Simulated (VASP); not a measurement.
# ZnSbP2 (I-42d) in VASP: single point with PBE

Aim: the single point of ZnSbP2 with PBE.

Program: VASP 6.6.1. These are calculated values, not measurements. Logs are shortened: lines on timing, memory, paths and dates and some standing lists are left out, and cuts for length are marked.

**1. The cell of the first run**

It takes space group I-42d (No. 122, tetragonal). Conventional cell: a = 5.784 Å, b = 5.784 Å, c = 11.399 Å, α = 90.00°, β = 90.00°, γ = 90.00°. Within 3.2 Å of Sb (site symmetry -4) lie 4 P at 2.45 Å. Within 3.4 Å of Zn (site symmetry -4) lie 4 P at 2.54 Å. P (site symmetry 2) has 2 Sb at 2.45 Å and 2 Zn at 2.54 Å within 3.2 Å.

**2. Single point, PBE**

INCAR

```
SYSTEM = ZnSbP2
PREC = Accurate
ENCUT = 520
EDIFF = 1E-6
ISMEAR = 0
SIGMA = 0.2067
LREAL = .False.
LASPH = .True.
NELM = 60
ALGO = Normal
ISIF = 2
LWAVE = .False.
LCHARG = .False.
GGA = PE
NBANDS = 37
```

KPOINTS

```
regular mesh
0
Gamma
  7 7 7
  0 0 0
```

POSCAR

```
ZnSbP2
1.0
    0.0000000000      5.7843630000      0.0000000000
    5.7843630000      0.0000000000      0.0000000000
    2.8921810000      2.8921810000     -5.6996100000
Sb Zn P
2 2 4
Direct
    0.5000000000      0.5000000000      0.0000000000
    0.2500000000      0.7500000000      0.5000000000
    0.0000000000      0.0000000000      0.0000000000
    0.7500000000      0.2500000000      0.5000000000
    0.3750000000      0.3890000000      0.7500000000
    0.6110000000      0.1250000000      0.2500000000
    0.8750000000      0.8610000000      0.7500000000
    0.1390000000      0.6250000000      0.2500000000
```

Potentials or basis: VASP PAW PBE potentials, release 64 (Sb, Zn, P).

Command:

```console
$ cat potpaw_PBE.64/Sb/POTCAR potpaw_PBE.64/Zn/POTCAR potpaw_PBE.64/P/POTCAR > POTCAR
$ mpirun -np 1 vasp_std > vasp.out
```

OUTCAR:

```text
SYSTEM = ZnSbP2
   PREC = Accurate
   ENCUT = 520
   EDIFF = 1E-6
   ISMEAR = 0
   LREAL = .False.
   LASPH = .True.
   NELM = 60
   ISIF = 2
   GGA = PE

 ion  position               nearest neighbor table
   1  0.500  0.500  0.000-   5 2.45   8 2.45   6 2.45   7 2.45
   2  0.250  0.750  0.500-   8 2.45   5 2.45   7 2.45   6 2.45
   3  0.000  0.000  0.000-   7 2.54   8 2.54   6 2.54   5 2.54
   4  0.750  0.250  0.500-   6 2.54   5 2.54   7 2.54   8 2.54
   5  0.375  0.389  0.750-   1 2.45   2 2.45   4 2.54   3 2.54
   6  0.611  0.125  0.250-   1 2.45   2 2.45   4 2.54   3 2.54
   7  0.875  0.861  0.750-   2 2.45   1 2.45   3 2.54   4 2.54
   8  0.139  0.625  0.250-   2 2.45   1 2.45   3 2.54   4 2.54

  LATTYP: Found a body centered tetragonal cell.
 ALAT       =     5.7843630000
 C/A-ratio  =     1.9706958225

  Lattice vectors:

 A1 = (  -2.8921810000,   2.8921820000,   5.6996100000)
 A2 = (   2.8921820000,  -2.8921810000,   5.6996100000)
 A3 = (   2.8921810000,   2.8921810000,  -5.6996100000)

Analysis of symmetry for initial positions (statically):
=====================================================================
 Subroutine PRICEL returns:
 Original cell was already a primitive cell.

 Routine SETGRP: Setting up the symmetry group for a
 body centered tetragonal supercell.

 Subroutine GETGRP returns: Found  8 space group operations
 (whereof  4 operations were pure point group operations)
 out of a pool of 16 trial point group operations.

The static configuration has the point symmetry S_4 .
 The point group associated with its full space group is D_2d.

Analysis of symmetry for dynamics (positions and initial velocities):
=====================================================================
 Subroutine PRICEL returns:
 Original cell was already a primitive cell.

 Routine SETGRP: Setting up the symmetry group for a
 body centered tetragonal supercell.

 Subroutine GETGRP returns: Found  8 space group operations
 (whereof  4 operations were pure point group operations)
 out of a pool of 16 trial point group operations.

The dynamic configuration has the point symmetry S_4 .
 The point group associated with its full space group is D_2d.

 Subroutine INISYM returns: Found  8 space group operations
 (whereof  4 operations are pure point group operations),
 and found     1 'primitive' translations

[... 112 lines left out ...]
   ISIF   =      2    stress and relaxation
   ISYM   =      2    0-nonsym 1-usesym 2-fastsym
   POTIM  = 0.5000    time-step for ionic-motion
   TEBEG  =    0.0;   TEEND  =   0.0 temperature during run
   PSTRESS=    0.0 pullay stress
   NELECT =      54.0000    total number of electrons
   NUPDOWN=      -1.0000    fix difference up-down
   EMIN   =  10.00;   EMAX   =-10.00  energy-range for DOS
   EFERMI =   0.00;   METHOD = LEGACY
   ISMEAR =     0;   SIGMA  =   0.21  broadening in eV -4-tet -1-fermi 0-gaus
   EFERMI_NEDOS =   21; number of points for ismear=-14 and -15
   IALGO  =     38    algorithm
   IMIX   =      4    mixing-type and parameters
     AMIX     =   0.40;   BMIX     =  1.00
     AMIX_MAG =   1.60;   BMIX_MAG =  1.00
  volume/ion in A,a.u.               =      23.84       160.87
  Fermi-wavevector in a.u.,A,eV,Ry     =   1.075030  2.031513 15.724117  1.155690
  Thomas-Fermi vector in A             =   2.210875
   LORBIT       =      0    0 simple, 1 ext, 2 COOP (PROOUT), +10 PAW based schemes
   GGA     = PE    functional components
   LHFCALC =     F    Hartree Fock is set to
   AEXX    =    0.0000 exact exchange contribution
   IVDW    =     0    specifies the selected vdW correction
   LEPSILON=     F    determine dielectric tensor
   LRPA    =     F    only Hartree local field effects (RPA)
 non-spin polarized calculation
 Gauss-broadening in eV      SIGMA  =   0.21
  energy-cutoff  :      520.00
  volume of cell :      190.70
 maximum number of plane-waves:      5158
 NGX is ok and might be reduce to    48
   NGX = 21   NGY = 21   NGZ = 27

 number of electron      53.9999979 magnetization

 Free energy of the ion-electron system (eV)
  ---------------------------------------------------
  ext. energy  EPLUGINS =         0.00000000
  ---------------------------------------------------
  free energy    TOTEN  =       -29.92965288 eV

  energy without entropy =      -29.80868004  energy(sigma->0) =      -29.86916646

 E-fermi :   5.4809     XC(G=0):  -9.2595

 val. band max:        5.4771012819   @ k =  -0.1429   0.4286   0.1429
 cond. band min:       5.4823636847   @ k =  -0.4286   0.0000   0.1429
 fundamental gap:      0.0052624028
 Fermi energy:         5.4809117285

 k-point     1 :       0.0000    0.0000    0.0000
  band No.  band energies     occupation
      1      -8.9524      2.00000
      2      -5.9470      2.00000
      3      -5.9243      2.00000
      4      -5.8666      2.00000
      5      -5.8666      2.00000
      6      -2.5189      2.00000
[... 949 lines left out ...]
     36       9.1114      0.00000
     37       9.4845      0.00000

 [... further k-points ...]

------------------------ aborting loop because EDIFF is reached ----------------------------------------

  FORCE on cell =-STRESS in cart. coord.  units (eV):
  Direction    XX          YY          ZZ          XY          YZ          ZX
  --------------------------------------------------------------------------------------
  -------------------------------------------------------------------------------------
  Total        5.7999749      5.7999749      8.6555251      0.0000000      0.0000008      0.0000008
  in kB       48.7282119     48.7282119     72.7189807      0.0000000      0.0000064      0.0000064
  external PRESSURE =      56.7251348 kB  Pullay stress =       0.0000000 kB

 VOLUME and BASIS-vectors are now :
 -----------------------------------------------------------------------------
  energy-cutoff  :      520.00
  volume of cell :      190.70
      direct lattice vectors                 reciprocal lattice vectors
     0.000000000  5.784363000  0.000000000     0.000000000  0.172879883  0.087725285
     5.784363000  0.000000000  0.000000000     0.172879883  0.000000000  0.087725285
     2.892181000  2.892181000 -5.699610000     0.000000000  0.000000000 -0.175450601

 POSITION                                       TOTAL-FORCE (eV/Angst)
 -----------------------------------------------------------------------------------
      2.89218      2.89218      0.00000        -0.000000      0.000000      0.000000
      5.78436      2.89218     -2.84980        -0.000000      0.000000      0.000000
      0.00000      0.00000      0.00000        -0.000000      0.000000      0.000000
      2.89218      5.78436     -2.84980        -0.000000      0.000000      0.000000
      4.41925      4.33827     -4.27471        -2.316812      0.000000      0.000000
      1.44609      4.25729     -1.42490        -0.000000      2.316812      0.000000
      7.14947      7.23045     -4.27471         2.316812      0.000000      0.000000
      4.33827      1.52707     -1.42490        -0.000000     -2.316812      0.000000
 -----------------------------------------------------------------------------------
    total drift:                                0.000001      0.000001      0.000011

  FREE ENERGIE OF THE ION-ELECTRON SYSTEM (eV)
  ---------------------------------------------------
  free  energy   TOTEN  =       -29.9296528765 eV

  energy  without entropy=      -29.8086800375  energy(sigma->0) =      -29.86916646
```

OSZICAR:

```text
N       E                     dE             d eps       ncg     rms          rms(c)
DAV:   1     0.352143462582E+03    0.35214E+03   -0.22334E+04  2960   0.141E+03
DAV:   2     0.631149584028E+01   -0.34583E+03   -0.33377E+03  3229   0.317E+02
DAV:   3    -0.300930963689E+02   -0.36405E+02   -0.35604E+02  3550   0.105E+02
DAV:   4    -0.313043360854E+02   -0.12112E+01   -0.11962E+01  3565   0.186E+01
DAV:   5    -0.313279578411E+02   -0.23622E-01   -0.23579E-01  3699   0.261E+00    0.108E+01
DAV:   6    -0.299628756176E+02    0.13651E+01   -0.30316E+00  4313   0.301E+01    0.689E+00
DAV:   7    -0.299451631041E+02    0.17713E-01   -0.19238E+00  3325   0.717E+00    0.309E+00
DAV:   8    -0.299298270070E+02    0.15336E-01   -0.67944E-02  3338   0.126E+00    0.125E+00
DAV:   9    -0.299294373874E+02    0.38962E-03   -0.18538E-02  3621   0.671E-01    0.128E-01
DAV:  10    -0.299294468090E+02   -0.94216E-05   -0.13660E-03  3553   0.189E-01    0.670E-02
DAV:  11    -0.299296173257E+02   -0.17052E-03   -0.32196E-04  3472   0.105E-01    0.305E-02
DAV:  12    -0.299296532550E+02   -0.35929E-04   -0.11583E-04  3537   0.103E-01    0.117E-02
DAV:  13    -0.299296518484E+02    0.14066E-05   -0.18095E-05  3900   0.465E-02    0.397E-03
DAV:  14    -0.299296530021E+02   -0.11537E-05   -0.49521E-06  3173   0.111E-02    0.193E-03
DAV:  15    -0.299296528765E+02    0.12562E-06   -0.67744E-07  1985   0.843E-03
   1 F= -.29929653E+02 E0= -.29869166E+02  d E =-.120973E+00
```

Run time: 12 min. Hardware: 1 thread of AMD EPYC 7R13, shared host; peak memory 0.47 GiB.

Results:

| Item | Value |
| --- | --- |
| Free energy | -29.9297 eV |
| Pressure | 5.7 GPa |
| Largest force | 2.317 eV/Å |
| Band gap on the k mesh | zero (bands 27 and 28 overlap by 0.66 eV) |

Forces on the atoms (eV/Å):
```
Sb   0.000  0.000  0.000
Sb   0.000  0.000  0.000
Zn   0.000  0.000  0.000
Zn   0.000  0.000  0.000
P   -2.317  0.000  0.000
P    0.000  2.317  0.000
P    2.317  0.000  0.000
P    0.000 -2.317  0.000
```

Stress tensor (GPa, compression positive):
```
4.87 0.00 0.00
0.00 4.87 0.00
0.00 0.00 7.27
```

Caveat: the cell stands under pressure; spin-orbit coupling is left out, which moves the levels of the heavy elements; forces of over 1 eV/Å act on the atoms, so gaps and moduli don't describe the material at rest.
